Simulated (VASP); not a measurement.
Input of a VASP 6.6.1 run:

File INCAR:

```
SYSTEM = Cu
PREC = Accurate ; ENCUT = 520
EDIFF = 1E-7 ; ISMEAR = -1
SIGMA = 0.05 ; LREAL = .False.
LASPH = .True. ; NELM = 80
ALGO = Normal ; ISIF = 2
LWAVE = .False. ; LCHARG = .True.
LDIPOL = .True. ; IDIPOL = 3
DIPOL = 0.5 0.5 0.500 ; GGA = PE
LELF = .True. ; LVHAR = .True.
LVACPOTAV = .True. ; NBANDS = 48
```

The input KPOINTS:

```
Automatic mesh
0
Gamma
  10 10 1
  0 0 0
```

File POSCAR:

```
Cu
1.0
    2.5561910140      0.0000000000      0.0000000000
    0.0000000000      2.5561910140      0.0000000000
    0.0000000000      0.0000000000     25.8450000000
Cu
7
Direct
    0.5000000000      0.5000000000      0.2901915264
    0.0000000000      0.0000000000      0.3601276843
    0.5000000000      0.5000000000      0.4300638421
    0.0000000000      0.0000000000      0.5000000000
    0.5000000000      0.5000000000      0.5699361579
    0.0000000000      0.0000000000      0.6398723157
    0.5000000000      0.5000000000      0.7098084736
```

Potentials or basis: VASP PAW PBE potentials, release 64 (Cu).

Command:

```sh
$ cat potpaw_PBE.64/Cu/POTCAR > POTCAR
$ mpirun -np 1 vasp_std > vasp.out
```

Question: Estimate the largest force.

Answer: 0.212 eV/Å.

Forces on the atoms (eV/Å):
```
Cu   0.000  0.000  0.109
Cu   0.000  0.000 -0.212
Cu   0.000  0.000  0.004
Cu   0.000  0.000  0.000
Cu   0.000  0.000 -0.004
Cu   0.000  0.000  0.212
Cu   0.000  0.000 -0.109
```
